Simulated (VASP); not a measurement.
Here is a VASP 6.6.1 calculation.

File INCAR:

```
PREC = Accurate
ENCUT = 520
EDIFF = 1E-7
ISMEAR = -1
SIGMA = 0.02
LREAL = False
LASPH = True
NELM = 80
ALGO = Normal
ISIF = 2
LWAVE = False
LCHARG = True
GGA = PE
LELF = True
LVHAR = True
NBANDS = 28
```

KPOINTS

```
regular mesh
0
Gamma
  8 8 8
```

The input POSCAR:

```
BaTiO3
1.0
    3.9573602681      0.0000000000      0.0000000000
    0.0000000000      2.8180088222      2.8267000956
    0.0000000000     -2.8180088222      2.8267000956
Ba Ti O
1 1 3
Direct
    0.0000000000      0.0053639836      0.0053639836
    0.5000000000      0.5170411269      0.5170411269
    0.0000000000      0.4926290337      0.4926290337
    0.5000000000      0.4938227558      0.9873630999
    0.5000000000      0.9873630999      0.4938227558
```

Potentials or basis: VASP PAW PBE potentials, release 64 (Ba_sv, Ti_sv, O).

Command:

```bash
$ cat potpaw_PBE.64/Ba_sv/POTCAR potpaw_PBE.64/Ti_sv/POTCAR potpaw_PBE.64/O/POTCAR > POTCAR
$ mpirun -np 1 vasp_std > vasp.out
```

Task: Predict the band gap on the k mesh.

Result: 2.05 eV (least direct gap 2.35 eV).

Task: What does it give for the pressure?

Result: 8.8 GPa.

Task: Estimate the largest force.

Result: 0.050 eV/Å.

Stress tensor (GPa, compression positive):
```
8.57 0.00 0.00
0.00 8.95 0.00
0.00 0.00 8.80
```

Caveat: the cell stands under pressure; spin-orbit coupling is left out, which moves the levels of the heavy elements. A k mesh can miss the band edges.
